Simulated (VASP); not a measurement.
A run of VASP 6.6.1 is set up as follows.

File INCAR:

```
SYSTEM = GaN
  PREC = Accurate
  ENCUT = 600
  EDIFF = 1E-7
  ISMEAR = 0
  SIGMA = 0.1
  LREAL = .False.
  LASPH = .True.
  NELM = 100
  ALGO = Normal
  ISIF = 3
  LWAVE = .False.
  LCHARG = .False.
  GGA = PE
  IBRION = 2
  NSW = 90
  EDIFFG = -0.04
```

Contents of KPOINTS:

```
Automatic mesh
0
Gamma
  6 6 6
  0 0 0
```

File POSCAR:

```
GaN
1.0
    2.6141298017      0.0000000000      0.0000000000
    0.0000000000      2.6141298017      0.0000000000
    0.0000000000      0.0000000000      3.4263772758
Ga N
1 1
Direct
    0.5000000000      0.5000000000      0.5000000000
    0.0000000000      0.0000000000      0.0000000000
```

Potentials or basis: VASP PAW PBE potentials, release 64 (Ga_d, N).

Run with:

```console
$ cat potpaw_PBE.64/Ga_d/POTCAR potpaw_PBE.64/N/POTCAR > POTCAR
$ mpirun -np 1 vasp_std > vasp.out
```

Predict the space group after relaxing (to 0.05 Å).

P4/mmm (No. 123).

What does it give for the relaxed cell?

a = 2.724 Å, b = 2.724 Å, c = 2.787 Å, α = 90.00°, β = 90.00°, γ = 90.00°.

Final structure:
```xyz
2
Lattice="2.7238 0.0000 0.0000 0.0000 2.7238 0.0000 0.0000 0.0000 2.7875" Properties=species:S:1:pos:R:3 pbc="T T T"
Ga    1.3619    1.3619    1.3937
N     0.0000    0.0000    0.0000
```

Caveat: the k points lie up to 0.38 Å⁻¹ apart in the final cell.
